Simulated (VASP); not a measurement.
# Al3GaN4 (P-4) in VASP: a series of runs

The runs below take Al3GaN4 through single point, with PBEsol.

Program: VASP 6.6.1. These are calculated values, not measurements. Logs are shortened: lines on timing, memory, paths and dates and some standing lists are left out, and cuts for length are marked.

## 1. The cell of the first run

The structure is tetragonal, space group P-4 (No. 81). The conventional cell has a = 4.407 Å, b = 4.407 Å, c = 4.407 Å, α = 90.00°, β = 90.00°, γ = 90.00°. Within 2.5 Å of Al (site symmetry 2) lie 4 N at 1.88 to 1.92 Å. Al (site symmetry -4) has 4 N at 1.90 Å within 2.5 Å. Within 2.6 Å of Ga (site symmetry -4) lie 4 N at 1.95 Å. N (site symmetry 1) has 3 Al at 1.88 to 1.92 Å and 1 Ga at 1.95 Å within 2.5 Å.

## 2. Single point, PBEsol (atoms displaced along a vibrational mode)

Contents of INCAR:

```
PREC = Accurate ; ENCUT = 520
EDIFF = 1E-7 ; ISMEAR = 0
SIGMA = 0.05 ; LREAL = F
LASPH = T ; NELM = 100
ALGO = Normal ; ISIF = 2
LWAVE = F ; LCHARG = F
GGA = PS ; NBANDS = 31
```

Contents of KPOINTS:

```
regular mesh
0
Gamma
  6 6 6
```

Contents of POSCAR:

```
Al3GaN4
1.0
    4.4069948456      0.0000000000      0.0000000000
    0.0000000000      4.4069948456      0.0000000000
    0.0000000000      0.0000000000      4.4069948456
Al Ga N
3 1 4
Direct
    0.4773088003      0.5000000000      0.0000000000
    0.5226911997      0.0000000000      0.5000000000
    0.0000000000      0.5000000000      0.5000000000
    0.0000000000      0.0000000000      0.0000000000
    0.7447077177      0.7369190709      0.2475036355
    0.7447077177      0.2630809291      0.7524963645
    0.2552922823      0.7524963645      0.7369190709
    0.2552922823      0.2475036355      0.2630809291
```

Potentials or basis: VASP PAW PBE potentials, release 64 (Al, Ga_d, N).

The run is started by

```console
$ cat potpaw_PBE.64/Al/POTCAR potpaw_PBE.64/Ga_d/POTCAR potpaw_PBE.64/N/POTCAR > POTCAR
$ mpirun -np 1 vasp_std > vasp.out
```

OUTCAR:

```text
PREC = Accurate
   ENCUT = 520
   EDIFF = 1E-7
   ISMEAR = 0
   LREAL = F
   LASPH = T
   NELM = 100
   ISIF = 2
   GGA = PS

 ion  position               nearest neighbor table
   1  0.477  0.500  0.000-   7 1.88   8 1.88   5 1.92   6 1.92   3 3.05   4 3.05   3 3.05   4 3.05
                             2 3.12   2 3.12   2 3.12   2 3.12   3 3.19   3 3.19
   2  0.523  0.000  0.500-   5 1.88   6 1.88   7 1.92   8 1.92   3 3.05   4 3.05   4 3.05   3 3.05
                             1 3.12   1 3.12   1 3.12   1 3.12   3 3.19   3 3.19
   3  0.000  0.500  0.500-   5 1.90   6 1.90   7 1.90   8 1.90   1 3.05   2 3.05   1 3.05   2 3.05
                             4 3.12   4 3.12   4 3.12   4 3.12   2 3.19   2 3.19   1 3.19   1 3.19
   4  0.000  0.000  0.000-   7 1.95   8 1.95   5 1.95   6 1.95   1 3.05   2 3.05   2 3.05   1 3.05
                             3 3.12   3 3.12   3 3.12   3 3.12
   5  0.745  0.737  0.248-   2 1.88   3 1.90   1 1.92   4 1.95
   6  0.745  0.263  0.752-   2 1.88   3 1.90   1 1.92   4 1.95
   7  0.255  0.752  0.737-   1 1.88   3 1.90   2 1.92   4 1.95
   8  0.255  0.248  0.263-   1 1.88   3 1.90   2 1.92   4 1.95

  LATTYP: Found a simple cubic cell.
 ALAT       =     4.4069948456

  Lattice vectors:

 A1 = (   4.4069948456,   0.0000000000,   0.0000000000)
 A2 = (   0.0000000000,   4.4069948456,   0.0000000000)
 A3 = (   0.0000000000,   0.0000000000,   4.4069948456)

Analysis of symmetry for initial positions (statically):
=====================================================================
 Subroutine PRICEL returns:
 Original cell was already a primitive cell.

 Routine SETGRP: Setting up the symmetry group for a
 simple cubic supercell.

 Subroutine GETGRP returns: Found  4 space group operations
 (whereof  4 operations were pure point group operations)
 out of a pool of 48 trial point group operations.

The static configuration has the point symmetry S_4 .

Analysis of symmetry for dynamics (positions and initial velocities):
=====================================================================
 Subroutine PRICEL returns:
 Original cell was already a primitive cell.

 Routine SETGRP: Setting up the symmetry group for a
 simple cubic supercell.

 Subroutine GETGRP returns: Found  4 space group operations
 (whereof  4 operations were pure point group operations)
 out of a pool of 48 trial point group operations.

The dynamic configuration has the point symmetry S_4 .

 Subroutine INISYM returns: Found  4 space group operations
 (whereof  4 operations are pure point group operations),
 and found     1 'primitive' translations

----------------------------------------------------------------------------------------

                                     Primitive cell

  volume of cell :      85.5909

  direct lattice vectors                    reciprocal lattice vectors
     4.406994846  0.000000000  0.000000000     0.226911997  0.000000000  0.000000000
     0.000000000  4.406994846  0.000000000     0.000000000  0.226911997  0.000000000
     0.000000000  0.000000000  4.406994846     0.000000000  0.000000000  0.226911997

  length of vectors
     4.406994846  4.406994846  4.406994846     0.226911997  0.226911997  0.226911997

  position of ions in fractional coordinates (direct lattice)
     0.477308800  0.500000000  0.000000000
     0.522691200  0.000000000  0.500000000
     0.000000000  0.500000000  0.500000000
     0.000000000  0.000000000  0.000000000
     0.744707718  0.736919071  0.247503636
     0.744707718  0.263080929  0.752496364
     0.255292282  0.752496364  0.736919071
     0.255292282  0.247503636  0.263080929

  ion indices of the primitive-cell ions
   primitive index   ion index
                 1           1
                 2           2
                 3           3
                 4           4
                 5           5
                 6           6
                 7           7
                 8           8

----------------------------------------------------------------------------------------

 KPOINTS: regular mesh

Automatic generation of k-mesh.
 Grid dimensions read from file:
 generate k-points for:    6    6    6

 Generating k-lattice:

  Cartesian coordinates                     Fractional coordinates (reciprocal lattice)
     0.037818666  0.000000000  0.000000000     0.166666667  0.000000000  0.000000000
     0.000000000  0.037818666  0.000000000     0.000000000  0.166666667  0.000000000
     0.000000000  0.000000000  0.037818666     0.000000000  0.000000000  0.166666667

  Length of vectors
     0.037818666  0.037818666  0.037818666

  Shift w.r.t. Gamma in fractional coordinates (k-lattice)
     0.000000000  0.000000000  0.000000000

 Subroutine IBZKPT returns following result:
 ===========================================

 Found     44 irreducible k-points:

 Following reciprocal coordinates:
            Coordinates               Weight
  0.000000  0.000000  0.000000      1.000000
  0.166667  0.000000  0.000000      2.000000
  0.000000  0.166667  0.000000      4.000000
  0.333333  0.000000  0.000000      2.000000
  0.000000  0.333333  0.000000      4.000000
  0.500000  0.000000  0.000000      1.000000
[... 16 lines left out ...]
  0.000000  0.500000  0.500000      1.000000
  0.166667  0.166667  0.166667      8.000000
 [... further k-points ...]
   k-points           NKPTS =     44   k-points in BZ     NKDIM =     44   number of bands    NBANDS=     31
   number of dos      NEDOS =    301   number of ions     NIONS =      8
   total plane-waves  NPLWV =  46656
   dimension x,y,z NGX =    36 NGY =   36 NGZ =   36
   dimension x,y,z NGXF=    72 NGYF=   72 NGZF=   72
   ions per type =               3   1   4
   NGX,Y,Z   is equivalent  to a cutoff of  13.58, 13.58, 13.58 a.u.
   NGXF,Y,Z  is equivalent  to a cutoff of  27.16, 27.16, 27.16 a.u.
 SYSTEM =  unknown system
   PREC   = accura    normal or accurate (medium, high low for compatibility)
   ISTART =      0    job   : 0-new  1-cont  2-samecut
   ICHARG =      2    charge: 1-file 2-atom 10-const
   ISPIN  =      1    spin polarized calculation?
   LNONCOLLINEAR =      F non collinear calculations
   LSORBIT =      F    spin-orbit coupling
   LASPH  =      T    aspherical Exc in radial PAW
   ENCUT  =  520.0 eV  38.22 Ry    6.18 a.u.   8.19  8.19  8.19*2*pi/ulx,y,z
   NELM   =    100;   NELMIN=  2; NELMDL= -5     # of ELM steps
   EDIFF  = 0.1E-06   stopping-criterion for ELM
   LREAL  =      F    real-space projection
   EDIFFG = 0.1E-05   stopping-criterion for IOM
   NSW    =      0    number of steps for IOM
   IBRION =     -1    ionic relax: 0-MD 1-quasi-New 2-CG
   NFREE  =      0    steps in history (QN), initial steepest desc. (CG)
   ISIF   =      2    stress and relaxation
   ISYM   =      2    0-nonsym 1-usesym 2-fastsym
   POTIM  = 0.5000    time-step for ionic-motion
   TEBEG  =    0.0;   TEEND  =   0.0 temperature during run
   PSTRESS=    0.0 pullay stress
   NELECT =      42.0000    total number of electrons
   NUPDOWN=      -1.0000    fix difference up-down
   EMIN   =  10.00;   EMAX   =-10.00  energy-range for DOS
   EFERMI =   0.00;   METHOD = LEGACY
   ISMEAR =     0;   SIGMA  =   0.05  broadening in eV -4-tet -1-fermi 0-gaus
   EFERMI_NEDOS =   21; number of points for ismear=-14 and -15
   IALGO  =     38    algorithm
   IMIX   =      4    mixing-type and parameters
     AMIX     =   0.40;   BMIX     =  1.00
     AMIX_MAG =   1.60;   BMIX_MAG =  1.00
  volume/ion in A,a.u.               =      10.70        72.20
  Fermi-wavevector in a.u.,A,eV,Ry     =   1.291265  2.440137 22.685883  1.667365
  Thomas-Fermi vector in A             =   2.423046
   LORBIT       =      0    0 simple, 1 ext, 2 COOP (PROOUT), +10 PAW based schemes
   GGA     = PS    functional components
   LHFCALC =     F    Hartree Fock is set to
   AEXX    =    0.0000 exact exchange contribution
   IVDW    =     0    specifies the selected vdW correction
   LEPSILON=     F    determine dielectric tensor
   LRPA    =     F    only Hartree local field effects (RPA)
 non-spin polarized calculation
 Gauss-broadening in eV      SIGMA  =   0.05
  energy-cutoff  :      520.00
  volume of cell :       85.59
 maximum number of plane-waves:      2325
 NGX is ok and might be reduce to    36
   NGX = 17   NGY = 17   NGZ = 17

 number of electron      41.9999982 magnetization

 Free energy of the ion-electron system (eV)
  ---------------------------------------------------
  ext. energy  EPLUGINS =         0.00000000
  ---------------------------------------------------
  free energy    TOTEN  =       -59.81827342 eV

  energy without entropy =      -59.81827342  energy(sigma->0) =      -59.81827342

 E-fermi :   5.9109     XC(G=0): -11.3315

 val. band max:        5.6335266863   @ k =   0.0000   0.1667   0.1667
 cond. band min:       8.9006292191   @ k =   0.0000   0.0000   0.0000
 fundamental gap:      3.2671025327
 Fermi energy:         5.9108541767

 k-point     1 :       0.0000    0.0000    0.0000
  band No.  band energies     occupation
      1      -9.5335      2.00000
      2      -7.7792      2.00000
      3      -7.7772      2.00000
      4      -7.7772      2.00000
      5      -6.9958      2.00000
      6      -6.9948      2.00000
[... 23 lines left out ...]
     30      17.4295      0.00000
     31      17.4471      0.00000

 k-point     2 :       0.1667    0.0000    0.0000
  band No.  band energies     occupation
      1      -9.4055      2.00000
      2      -7.8370      2.00000
      3      -7.7843      2.00000
      4      -7.7843      2.00000
      5      -6.9944      2.00000
      6      -6.9899      2.00000
[... 23 lines left out ...]
     30      17.6195      0.00000
     31      17.6195      0.00000

 k-point     3 :       0.0000    0.1667    0.0000
  band No.  band energies     occupation
      1      -9.4054      2.00000
      2      -7.8356      2.00000
      3      -7.7853      2.00000
      4      -7.7845      2.00000
      5      -6.9937      2.00000
      6      -6.9907      2.00000
[... 703 lines left out ...]
     30      15.9138      0.00000
     31      16.8469      0.00000

 k-point    24 :       0.1667    0.1667    0.1667
  band No.  band energies     occupation
      1      -9.1657      2.00000
      2      -7.8718      2.00000
      3      -7.8582      2.00000
      4      -7.7841      2.00000
      5      -6.9867      2.00000
      6      -6.9855      2.00000
[... 23 lines left out ...]
     30      17.5959      0.00000
     31      17.6834      0.00000

 [... further k-points ...]
[... 5 lines left out ...]
  --------------------------------------------------------------------------------------
  -------------------------------------------------------------------------------------
  Total       -0.2702583     -0.0005519     -0.0005519      0.0000000     -0.0000004      0.0000000
  in kB       -5.0589692     -0.0103319     -0.0103319      0.0000000     -0.0000082      0.0000000
  external PRESSURE =      -1.6932110 kB  Pullay stress =       0.0000000 kB

 VOLUME and BASIS-vectors are now :
 -----------------------------------------------------------------------------
  energy-cutoff  :      520.00
  volume of cell :       85.59
      direct lattice vectors                 reciprocal lattice vectors
     4.406994846  0.000000000  0.000000000     0.226911997  0.000000000  0.000000000
     0.000000000  4.406994846  0.000000000     0.000000000  0.226911997  0.000000000
     0.000000000  0.000000000  4.406994846     0.000000000  0.000000000  0.226911997

 POSITION                                       TOTAL-FORCE (eV/Angst)
 -----------------------------------------------------------------------------------
      2.10350      2.20350      0.00000         1.061588      0.000000      0.000000
      2.30350      0.00000      2.20350        -1.061588      0.000000      0.000000
      0.00000      2.20350      2.20350         0.000000      0.000000      0.000000
      0.00000      0.00000      0.00000         0.000000      0.000000      0.000000
      3.28192      3.24760      1.09075         0.002651      0.191995      0.191864
      3.28192      1.15940      3.31625         0.002651     -0.191995     -0.191864
      1.12507      3.31625      3.24760        -0.002651     -0.191864      0.191995
      1.12507      1.09075      1.15940        -0.002651      0.191864     -0.191995
 -----------------------------------------------------------------------------------
    total drift:                                0.000000      0.000000      0.000000

  FREE ENERGIE OF THE ION-ELECTRON SYSTEM (eV)
  ---------------------------------------------------
  free  energy   TOTEN  =       -59.8182734154 eV

  energy  without entropy=      -59.8182734154  energy(sigma->0) =      -59.81827342
```

Wall time 3.7 min (1 thread of Intel Xeon 8259CL, shared host); peak memory 0.26 GiB.

Results:

| Quantity | Value |
| --- | --- |
| Free energy | -59.8183 eV |
| Pressure | -0.2 GPa |
| Largest force | 1.062 eV/Å |
| Band gap on the k mesh | 3.27 eV |

Forces on the atoms (eV/Å):
```
Al   1.062  0.000  0.000
Al  -1.062  0.000  0.000
Al   0.000  0.000  0.000
Ga   0.000  0.000  0.000
N    0.003  0.192  0.192
N    0.003 -0.192 -0.192
N   -0.003 -0.192  0.192
N   -0.003  0.192 -0.192
```

Stress tensor (GPa, compression positive):
```
-0.51  0.00  0.00
 0.00  0.00  0.00
 0.00  0.00  0.00
```

Caveat: the cell differs from its parent crystal (atoms displaced along a vibrational mode); the PAW data sets were made with another functional, which shifts forces and pressure a little. A k mesh can miss the band edges.

## 3. Single point, PBEsol (atoms displaced along a vibrational mode)

Contents of INCAR:

```
ALGO = Normal ; EDIFF = 1E-6
ENCUT = 520 ; GGA = PS
ISIF = 2 ; ISMEAR = 0
LASPH = T ; LCHARG = T
LELF = T ; LREAL = F
LVHAR = T ; LWAVE = F
NBANDS = 31 ; NELM = 100
PREC = Accurate ; SIGMA = 0.05
```

Contents of KPOINTS:

```
k-points
0
Gamma
  6 6 6
```

Contents of POSCAR:

```
Al3GaN4
1.0
    4.4069948456      0.0000000000      0.0000000000
    0.0000000000      4.4069948456      0.0000000000
    0.0000000000      0.0000000000      4.4069948456
Al Ga N
3 1 4
Direct
    0.5113455998      0.5000000000      0.0000000000
    0.4886544002      0.0000000000      0.5000000000
    0.0000000000      0.5000000000      0.5000000000
    0.0000000000      0.0000000000      0.0000000000
    0.7447077177      0.7486020411      0.2591866057
    0.7447077177      0.2513979589      0.7408133943
    0.2552922823      0.7408133943      0.7486020411
    0.2552922823      0.2591866057      0.2513979589
```

Potentials or basis: VASP PAW PBE potentials, release 64 (Al, Ga_d, N).

The run is started by

```console
$ cat potpaw_PBE.64/Al/POTCAR potpaw_PBE.64/Ga_d/POTCAR potpaw_PBE.64/N/POTCAR > POTCAR
$ mpirun -np 1 vasp_std > vasp.out
```

Run time: 3.2 min. Hardware: 1 thread of Intel Xeon 8259CL, shared host; peak memory 0.27 GiB.

It converged, with:

```yaml
Free_energy: -59.9178 eV
Pressure: -0.1 GPa
Largest_force: 0.534 eV/Å
Band_gap_on_the_k_mesh: 3.30 eV
```

Forces in eV/Å, atoms in the order of the input:
```
Al  -0.534  0.000  0.000
Al   0.534  0.000  0.000
Al   0.000  0.000  0.000
Ga   0.000  0.000  0.000
N    0.004 -0.091 -0.099
N    0.004  0.091  0.099
N   -0.004  0.099 -0.091
N   -0.004 -0.099  0.091
```

Stress tensor (GPa, compression positive):
```
-0.17  0.00  0.00
 0.00 -0.04  0.00
 0.00  0.00 -0.04
```

Levels at points of the mesh, in eV from the valence-band top:
| k point | band 17 | band 18 | band 19 | band 20 | band 21 | band 22 | band 23 | band 24 | band 25 | band 26 |
| --- | --- | --- | --- | --- | --- | --- | --- | --- | --- | --- |
| (0.00, 0.00, 0.00) | -1.97 | -1.97 | 0.00 | 0.00 | 0.00 | 3.30 | 3.31 | 3.31 | 3.42 | 6.91 |
| (0.50, 0.00, 0.00) | -2.65 | -1.21 | -1.21 | -0.94 | -0.94 | 5.51 | 5.57 | 6.04 | 6.04 | 8.45 |
| (0.00, 0.50, 0.00) | -2.65 | -1.21 | -1.21 | -0.94 | -0.94 | 5.51 | 5.57 | 6.04 | 6.04 | 8.44 |
| (0.50, 0.50, 0.00) | -2.56 | -0.83 | -0.56 | -0.54 | -0.53 | 7.27 | 7.45 | 7.46 | 7.71 | 7.93 |
| (0.00, 0.50, 0.50) | -2.57 | -0.83 | -0.54 | -0.54 | -0.54 | 7.28 | 7.40 | 7.40 | 7.72 | 7.92 |
| (0.50, 0.50, 0.50) | -0.59 | -0.59 | -0.38 | -0.38 | -0.38 | 5.46 | 6.88 | 6.88 | 6.91 | 9.34 |

Caveat: the cell differs from its parent crystal (atoms displaced along a vibrational mode); the PAW data sets were made with another functional, which shifts forces and pressure a little. A k mesh can miss the band edges.
